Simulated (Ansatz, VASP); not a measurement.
**Cs: VASP beside Ansatz**

```
Cs
1.0
     8.83216    0.00000    0.00000
    -4.41608    7.64887    0.00000
     0.00000    0.00000    5.25286
Cs
3
Direct
  0.00000 0.00000 0.00000
  0.33333 0.66667 0.50000
  0.66667 0.33333 0.50000
```

Alike in both runs: task single point; functional PBE; k mesh 4 × 4 × 6; occupations fermi-dirac, width 0.08 eV; no spin polarisation.

```csv
,VASP,Ansatz
version,VASP 6.6.1,Ansatz 0.2.0
potentials or method,"VASP PAW PBE potentials, release 64 (Cs_sv), cutoff 520 eV","all-electron LAPW, scalar-relativistic"
```

|  | VASP | Ansatz | Ansatz less VASP |
| --- | --- | --- | --- |
| pressure (GPa) | 0.0 | 0.0 | +0.01 |

Ansatz ran all-electron here, and VASP with PAW potentials.

Spin-orbit coupling is off throughout.
